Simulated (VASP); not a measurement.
Wanted: the native input for a VASP 6.6.1 run.

| Property | Result |
| --- | --- |
| Task | single point |
| Functional | PBE |
| Potentials or basis | VASP PAW PBE potentials, release 64 (Sr_sv, Ti_sv, O) |
| Cutoff | 520 eV |
| k mesh | 7 × 7 × 7 |
| Occupations | fermi-dirac, width 0.05 eV |
| Spin | no spin polarisation |
| Dipole correction | no |
| Further INCAR settings | ALGO = Normal; EDIFF = 1e-06; NBANDS = 28 |

The structure of SrTiO3 lies in POSCAR:

```
SrTiO3
1.0
    3.8522232601      0.0000000000      0.0000000000
    0.0000000000      3.8522232601      0.0000000000
    0.0000000000      0.0000000000      3.8522232601
Sr Ti O
1 1 3
Direct
    0.0000000000      0.0000000000      0.0000000000
    0.5000000000      0.5000000000      0.5000000000
    0.0000000000      0.5000000000      0.5000000000
    0.5000000000      0.0000000000      0.5000000000
    0.5000000000      0.5000000000      0.0000000000
```

This cell differs from its parent crystal: volume scaled by 0.96.

One way to write it, as run:

INCAR

```
PREC = Accurate ; ENCUT = 520
EDIFF = 1E-6 ; ISMEAR = -1
SIGMA = 0.05 ; LREAL = False
LASPH = True ; NELM = 80
ALGO = Normal ; ISIF = 2
LWAVE = False ; LCHARG = False
GGA = PE ; NBANDS = 28
```

KPOINTS

```
regular mesh
0
Gamma
  7 7 7
```

Potentials or basis: VASP PAW PBE potentials, release 64 (Sr_sv, Ti_sv, O).

The run is started by

```bash
$ cat potpaw_PBE.64/Sr_sv/POTCAR potpaw_PBE.64/Ti_sv/POTCAR potpaw_PBE.64/O/POTCAR > POTCAR
$ mpirun -np 1 vasp_std > vasp.out
```

Results of the run:

The pressure is 13.5 GPa and the band gap on the k mesh is 2.00 eV, indirect (least direct gap 2.26 eV).

Run time: 18 s on 1 thread of Intel(R) Xeon(R) 6975P-C (Granite Rapids), on a shared host, peak memory 0.18 GiB.
